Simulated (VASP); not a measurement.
# TiRh (P4/mmm) in VASP: a series of runs

TiRh is run at these levels: LDA; tasks: single point.

Everything below comes from runs of VASP 6.6.1. Logs are shortened: lines on timing, memory, paths and dates and some standing lists are left out, and cuts for length are marked.

**1. The cell of the first run**

It takes space group P4/mmm (No. 123, tetragonal). Conventional cell: a = 2.689 Å, b = 2.689 Å, c = 3.350 Å, α = 90.00°, β = 90.00°, γ = 90.00°. Within 3.3 Å of Ti (site symmetry 4/mmm) lie 8 Rh at 2.53 Å and 4 Ti at 2.69 Å. Rh (site symmetry 4/mmm) has 8 Ti at 2.53 Å and 4 Rh at 2.69 Å within 3.3 Å.

**2. Single point, LDA (strain -0.1000 x Voigt [1, 1, 0, 0, 0, 0])**

Input file INCAR:

```
  PREC = Accurate
  ENCUT = 520
  EDIFF = 1E-6
  ISMEAR = 0
  SIGMA = 0.15
  LREAL = F
  LASPH = T
  NELM = 100
  ALGO = Fast
  ISIF = 2
  LWAVE = F
  LCHARG = T
  GGA = CA
  LELF = T
  LVHAR = T
  NBANDS = 20
```

Input file KPOINTS:

```
regular mesh
0
Gamma
  16 16 14
```

Input file POSCAR:

```
TiRh
1.0
    2.6892000000      0.0000000000      0.0000000000
    0.0000000000      2.6892000000      0.0000000000
    0.0000000000      0.0000000000      3.3500000000
Ti Rh
1 1
Direct
    0.5000000000      0.5000000000      0.5000000000
    0.0000000000      0.0000000000      0.0000000000
```

Potentials or basis: VASP PAW LDA potentials, release 64 (Ti_sv, Rh_pv).

Started as:

```console
cat potpaw_LDA.64/Ti_sv/POTCAR potpaw_LDA.64/Rh_pv/POTCAR > POTCAR
mpirun -np 1 vasp_std > vasp.out
```

OUTCAR:

```text
PREC = Accurate
   ENCUT = 520
   EDIFF = 1E-6
   ISMEAR = 0
   LREAL = F
   LASPH = T
   NELM = 100
   ISIF = 2
   GGA = CA

 ion  position               nearest neighbor table
   1  0.500  0.500  0.500-   2 2.53   2 2.53   2 2.53   2 2.53   2 2.53   2 2.53   2 2.53   2 2.53

   2  0.000  0.000  0.000-   1 2.53   1 2.53   1 2.53   1 2.53   1 2.53   1 2.53   1 2.53   1 2.53

  LATTYP: Found a simple tetragonal cell.
 ALAT       =     2.6892000000
 C/A-ratio  =     1.2457236353

  Lattice vectors:

 A1 = (   2.6892000000,   0.0000000000,   0.0000000000)
 A2 = (   0.0000000000,   2.6892000000,   0.0000000000)
 A3 = (   0.0000000000,   0.0000000000,   3.3500000000)

Analysis of symmetry for initial positions (statically):
=====================================================================
 Subroutine PRICEL returns:
 Original cell was already a primitive cell.

 Routine SETGRP: Setting up the symmetry group for a
 simple tetragonal supercell.

 Subroutine GETGRP returns: Found 16 space group operations
 (whereof 16 operations were pure point group operations)
 out of a pool of 16 trial point group operations.

The static configuration has the point symmetry D_4h.

Analysis of symmetry for dynamics (positions and initial velocities):
=====================================================================
 Subroutine PRICEL returns:
 Original cell was already a primitive cell.

 Routine SETGRP: Setting up the symmetry group for a
 simple tetragonal supercell.

 Subroutine GETGRP returns: Found 16 space group operations
 (whereof 16 operations were pure point group operations)
 out of a pool of 16 trial point group operations.

The dynamic configuration has the point symmetry D_4h.

 Subroutine INISYM returns: Found 16 space group operations
 (whereof 16 operations are pure point group operations),
 and found     1 'primitive' translations

----------------------------------------------------------------------------------------

                                     Primitive cell

  volume of cell :      24.2265

  direct lattice vectors                    reciprocal lattice vectors
     2.689200000  0.000000000  0.000000000     0.371857802  0.000000000  0.000000000
     0.000000000  2.689200000  0.000000000     0.000000000  0.371857802  0.000000000
     0.000000000  0.000000000  3.350000000     0.000000000  0.000000000  0.298507463

  length of vectors
     2.689200000  2.689200000  3.350000000     0.371857802  0.371857802  0.298507463

[... 79 lines left out ...]
   NELM   =    100;   NELMIN=  2; NELMDL= -5     # of ELM steps
   EDIFF  = 0.1E-05   stopping-criterion for ELM
   LREAL  =      F    real-space projection
   EDIFFG = 0.1E-04   stopping-criterion for IOM
   NSW    =      0    number of steps for IOM
   IBRION =     -1    ionic relax: 0-MD 1-quasi-New 2-CG
   NFREE  =      0    steps in history (QN), initial steepest desc. (CG)
   ISIF   =      2    stress and relaxation
   ISYM   =      2    0-nonsym 1-usesym 2-fastsym
   POTIM  = 0.5000    time-step for ionic-motion
   TEBEG  =    0.0;   TEEND  =   0.0 temperature during run
   PSTRESS=    0.0 pullay stress
   NELECT =      27.0000    total number of electrons
   NUPDOWN=      -1.0000    fix difference up-down
   EMIN   =  10.00;   EMAX   =-10.00  energy-range for DOS
   EFERMI =   0.00;   METHOD = LEGACY
   ISMEAR =     0;   SIGMA  =   0.15  broadening in eV -4-tet -1-fermi 0-gaus
   EFERMI_NEDOS =   21; number of points for ismear=-14 and -15
   IALGO  =     68    algorithm
   IMIX   =      4    mixing-type and parameters
     AMIX     =   0.40;   BMIX     =  1.00
     AMIX_MAG =   1.60;   BMIX_MAG =  1.00
  volume/ion in A,a.u.               =      12.11        81.74
  Fermi-wavevector in a.u.,A,eV,Ry     =   1.697328  3.207485 39.197323  2.880922
  Thomas-Fermi vector in A             =   2.778029
   LORBIT       =      0    0 simple, 1 ext, 2 COOP (PROOUT), +10 PAW based schemes
   GGA     = CA    functional components
   LHFCALC =     F    Hartree Fock is set to
   AEXX    =    0.0000 exact exchange contribution
   IVDW    =     0    specifies the selected vdW correction
   LEPSILON=     F    determine dielectric tensor
   LRPA    =     F    only Hartree local field effects (RPA)
 non-spin polarized calculation
 RMM-DIIS sequential band-by-band and
 Gauss-broadening in eV      SIGMA  =   0.15
  energy-cutoff  :      520.00
  volume of cell :       24.23
 maximum number of plane-waves:       668
   NGX = 11   NGY = 11   NGZ = 13

 number of electron      27.0000003 magnetization

 Free energy of the ion-electron system (eV)
  ---------------------------------------------------
  ext. energy  EPLUGINS =         0.00000000
  ---------------------------------------------------
  free energy    TOTEN  =       -18.21731489 eV

  energy without entropy =      -18.19154449  energy(sigma->0) =      -18.20442969

 E-fermi :  13.5207     XC(G=0): -14.4065

 val. band max:       13.5206791095   @ k =   0.2500   0.0000   0.0000
 cond. band min:      13.5215301522   @ k =   0.0625   0.0000   0.0000
 fundamental gap:      0.0008510427
 Fermi energy:        13.5207286138

 k-point     1 :       0.0000    0.0000    0.0000
  band No.  band energies     occupation
      1     -42.6168      2.00000
      2     -33.3169      2.00000
      3     -33.0315      2.00000
      4     -33.0315      2.00000
      5     -19.2110      2.00000
      6     -18.8799      2.00000
[... 541 lines left out ...]
     19      19.2898      0.00000
     20      29.9730      0.00000

 [... further k-points ...]

------------------------ aborting loop because EDIFF is reached ----------------------------------------

  FORCE on cell =-STRESS in cart. coord.  units (eV):
  Direction    XX          YY          ZZ          XY          YZ          ZX
  --------------------------------------------------------------------------------------
  -------------------------------------------------------------------------------------
  Total        7.5052758      7.5052758      6.0824295      0.0000000      0.0000000     -0.0000000
  in kB      496.3479405    496.3479405    402.2505589      0.0000000      0.0000000     -0.0000000
  external PRESSURE =     464.9821466 kB  Pullay stress =       0.0000000 kB

 VOLUME and BASIS-vectors are now :
 -----------------------------------------------------------------------------
  energy-cutoff  :      520.00
  volume of cell :       24.23
      direct lattice vectors                 reciprocal lattice vectors
     2.689200000  0.000000000  0.000000000     0.371857802  0.000000000  0.000000000
     0.000000000  2.689200000  0.000000000     0.000000000  0.371857802  0.000000000
     0.000000000  0.000000000  3.350000000     0.000000000  0.000000000  0.298507463

 POSITION                                       TOTAL-FORCE (eV/Angst)
 -----------------------------------------------------------------------------------
      1.34460      1.34460      1.67500         0.000000      0.000000      0.000000
      0.00000      0.00000      0.00000         0.000000      0.000000      0.000000
 -----------------------------------------------------------------------------------
    total drift:                               -0.000000      0.000000      0.000000

  FREE ENERGIE OF THE ION-ELECTRON SYSTEM (eV)
  ---------------------------------------------------
  free  energy   TOTEN  =       -18.2173148936 eV

  energy  without entropy=      -18.1915444948  energy(sigma->0) =      -18.20442969
```

stdout:

```text
POSCAR found type information on POSCAR TiRh
 POSCAR found :  2 types and       2 ions
 scaLAPACK will be used
 LDA part: xc-table for (Slater(with rela. corr.)+CA(PZ))
 , standard interpolation
 POSCAR, INCAR and KPOINTS ok, starting setup
 FFT: planning ... GRIDC
 FFT: planning ... GRID_SOFT
 FFT: planning ... GRID
 WAVECAR not read
 entering main loop
WARNING in EDDRMM: call to ZHEGV failed, returncode =   6  3     13
WARNING in EDDRMM: call to ZHEGV failed, returncode =   6  3     14
WARNING in EDDRMM: call to ZHEGV failed, returncode =   6  3     12
WARNING in EDDRMM: call to ZHEGV failed, returncode =   6  3     13
WARNING in EDDRMM: call to ZHEGV failed, returncode =   8  4     17
WARNING in EDDRMM: call to ZHEGV failed, returncode =   6  3     16
WARNING in EDDRMM: call to ZHEGV failed, returncode =   6  3     17
WARNING in EDDRMM: call to ZHEGV failed, returncode =   6  3     15
WARNING in EDDRMM: call to ZHEGV failed, returncode =   8  4      5
WARNING in EDDRMM: call to ZHEGV failed, returncode =   6  3     13
```

Wall time 1.8 min (1 thread of Intel Xeon 6975P-C (Granite Rapids), shared host); peak memory 0.27 GiB.

What came out:

- Free energy: -18.2173 eV
- Pressure: 46.5 GPa

Stress tensor (GPa, compression positive):
```
49.63  0.00  0.00
 0.00 49.63  0.00
 0.00  0.00 40.23
```

Levels at points of the mesh, in eV from the Fermi level:
| k point | band 11 | band 12 | band 13 | band 14 | band 15 | band 16 | band 17 | band 18 |
| --- | --- | --- | --- | --- | --- | --- | --- | --- |
| (0.00, 0.00, 0.00) | -2.74 | -2.74 | -1.13 | -0.04 | 1.90 | 3.71 | 3.93 | 3.93 |
| (0.50, 0.00, 0.00) | -3.00 | -2.48 | -1.61 | -1.13 | -0.67 | 1.18 | 2.36 | 3.06 |
| (0.50, 0.50, 0.00) | -5.53 | 0.59 | 1.86 | 3.19 | 3.19 | 3.56 | 4.12 | 4.12 |
| (0.00, 0.00, 0.50) | -2.08 | -2.08 | -1.76 | -0.96 | -0.78 | 1.64 | 1.64 | 2.19 |
| (0.50, 0.00, 0.50) | -3.14 | -2.24 | 0.50 | 1.17 | 1.19 | 1.38 | 3.54 | 3.86 |
| (0.50, 0.50, 0.50) | -2.78 | -1.50 | -1.50 | -1.21 | 0.61 | 2.78 | 4.46 | 11.09 |

Caveat: the cell differs from its parent crystal (strain -0.1000 x Voigt [1, 1, 0, 0, 0, 0]).

**3. Single point, LDA (strain -0.0500 x Voigt [1, 1, 0, 0, 0, 0])**

Input file INCAR:

```
  PREC = Accurate
  ENCUT = 520
  EDIFF = 1E-6
  ISMEAR = 0
  SIGMA = 0.15
  LREAL = False
  LASPH = True
  NELM = 80
  ALGO = Fast
  ISIF = 2
  LWAVE = False
  LCHARG = True
  LELF = True
  LVHAR = True
  NBANDS = 20
```

Input file KPOINTS:

```
Automatic mesh
0
Gamma
  16 16 14
```

Input file POSCAR:

```
TiRh
1.0
    2.8386000000      0.0000000000      0.0000000000
    0.0000000000      2.8386000000      0.0000000000
    0.0000000000      0.0000000000      3.3500000000
Ti Rh
1 1
Direct
    0.5000000000      0.5000000000      0.5000000000
    0.0000000000      0.0000000000      0.0000000000
```

Potentials or basis: VASP PAW LDA potentials, release 64 (Ti_sv, Rh_pv).

Started as:

```console
cat potpaw_LDA.64/Ti_sv/POTCAR potpaw_LDA.64/Rh_pv/POTCAR > POTCAR
mpirun -np 1 vasp_std > vasp.out
```

It took 2.1 min on 1 thread of Intel Xeon 6975P-C (Granite Rapids), shared host; peak memory 0.29 GiB.

The run converged. Its results:

```
Free energy : -18.7174 eV
Pressure    : 10.5 GPa
```

Stress tensor (GPa, compression positive):
```
11.18  0.00  0.00
 0.00 11.18  0.00
 0.00  0.00  9.16
```

Levels at points of the mesh, in eV from the Fermi level:
```
           k point  band 10  band 11  band 12  band 13  band 14  band 15  band 16  band 17
(0.00, 0.00, 0.00)    -5.64    -2.62    -2.62    -1.53     0.16     1.55     3.03     3.20
(0.50, 0.00, 0.00)    -3.46    -3.16    -2.48    -1.69    -1.03    -0.42     0.84     1.89
(0.50, 0.50, 0.00)    -4.80    -4.80    -0.04     1.19     2.16     2.16     2.69     3.43
(0.00, 0.00, 0.50)    -4.05    -2.22    -2.22    -1.50    -1.15    -0.71     1.14     1.14
(0.50, 0.00, 0.50)    -3.39    -3.19    -1.73     0.53     0.65     0.81     0.92     3.05
(0.50, 0.50, 0.50)    -4.06    -2.37    -1.56    -1.56    -1.11    -0.02     2.48     3.52
```

Caveat: the cell differs from its parent crystal (strain -0.0500 x Voigt [1, 1, 0, 0, 0, 0]).

**4. Single point, LDA (strain +0.0250 x Voigt [1, 1, 0, 0, 0, 0])**

Input file INCAR:

```
PREC = Accurate
ENCUT = 520
EDIFF = 1E-7
ISMEAR = 0
SIGMA = 0.15
LREAL = F
LASPH = T
NELM = 60
ALGO = Fast
ISIF = 2
LWAVE = F
LCHARG = F
NBANDS = 20
```

Input file KPOINTS:

```
regular mesh
0
Gamma
  16 16 14
```

Input file POSCAR:

```
TiRh
1.0
    3.0627000000      0.0000000000      0.0000000000
    0.0000000000      3.0627000000      0.0000000000
    0.0000000000      0.0000000000      3.3500000000
Ti Rh
1 1
Direct
    0.5000000000      0.5000000000      0.5000000000
    0.0000000000      0.0000000000      0.0000000000
```

Started as:

```console
cat potpaw_LDA.64/Ti_sv/POTCAR potpaw_LDA.64/Rh_pv/POTCAR > POTCAR
mpirun -np 1 vasp_std > vasp.out
```

Wall time 3.2 min (1 thread of Intel Xeon 6975P-C (Granite Rapids), shared host); peak memory 0.32 GiB.

Results (log left out):

```yaml
Free_energy: -18.5367 eV
Pressure: -18.8 GPa
```

Stress tensor (GPa, compression positive):
```
-19.68   0.00   0.00
  0.00 -19.68   0.00
  0.00   0.00 -17.19
```

Levels at points of the mesh, in eV from the Fermi level:
```
           k point  band 10  band 11  band 12  band 13  band 14  band 15  band 16  band 17
(0.00, 0.00, 0.00)    -4.77    -2.30    -2.30    -1.79     0.37     1.04     2.29     2.38
(0.50, 0.00, 0.00)    -3.19    -2.79    -2.33    -1.61    -0.90    -0.11     0.47     0.89
(0.50, 0.50, 0.00)    -3.80    -3.80    -0.54     0.43     1.20     1.20     1.67     2.46
(0.00, 0.00, 0.50)    -3.65    -2.21    -2.21    -1.36    -1.14    -0.30     0.60     0.60
(0.50, 0.00, 0.50)    -3.16    -3.06    -1.13    -0.04     0.57     0.60     0.78     2.30
(0.50, 0.50, 0.50)    -3.67    -1.87    -1.53    -1.53    -0.93    -0.51     2.07     2.49
```

Caveat: the cell differs from its parent crystal (strain +0.0250 x Voigt [1, 1, 0, 0, 0, 0]).

**5. Overview**

| cell | further INCAR settings | gap on the mesh (eV) | pressure (GPa) |
| --- | --- | --- | --- |
| a = 2.689, b = 2.689, c = 3.350 Å, 2 atoms | ALGO = Fast; EDIFF = 1e-06; NBANDS = 20 | none | 46.5 |
| a = 2.839, b = 2.839, c = 3.350 Å, 2 atoms | ALGO = Fast; EDIFF = 1e-06; NBANDS = 20 | none | 10.5 |
| a = 3.063, b = 3.063, c = 3.350 Å, 2 atoms | ALGO = Fast; EDIFF = 1e-07; NBANDS = 20 | none | -18.8 |

Alike in all rows: task single point; level LDA; potentials or basis VASP PAW LDA potentials, release 64 (Ti_sv, Rh_pv); no spin polarisation; k mesh 16 × 16 × 14; cutoff (eV) 520; smearing gaussian 0.15 eV.

Total energies depend on the potentials used, so only differences within one code and one set of settings carry meaning.
